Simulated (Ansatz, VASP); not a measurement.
**TiRe in VASP and in Ansatz**

```
Ti Re
1.0
     3.11800   -0.01559   -0.01559
    -0.01559    3.11800   -0.01559
    -0.01559   -0.01559    3.11800
Ti Re
1 1
Direct
  0.50000 0.50000 0.50000
  0.00000 0.00000 0.00000
```

Change from the starting cell: equal xy, yz and zx shear strains of -1 %, crystal datasets.

Alike in both runs: task electric field gradients; functional PBEsol; k mesh 13 × 13 × 13; occupations fermi-dirac, width 0.05 eV; no spin polarisation.

```csv
,VASP,Ansatz
version,VASP 6.6.1,Ansatz 0.2.0
potentials or method,"VASP PAW PBE potentials, release 64 (Ti_sv, Re), cutoff 520 eV","all-electron PAW with datasets made for the crystal, scalar-relativistic"
```

|  | VASP | Ansatz | Ansatz less VASP |
| --- | --- | --- | --- |
| pressure (GPa) | -7.9 | -7.7 | +0.21 |
| traceless stress, the component that is largest in VASP (GPa) | 0.72 | 0.72 | +0.001 |
| size of Vzz on the site where it differs most (V/Å²) | 2.9 | 7.6 | +4.70 |

VASP's potentials were made for PBE, not for PBEsol. Ansatz ran all-electron here, and VASP with PAW potentials.

Neither program's run includes spin-orbit coupling.
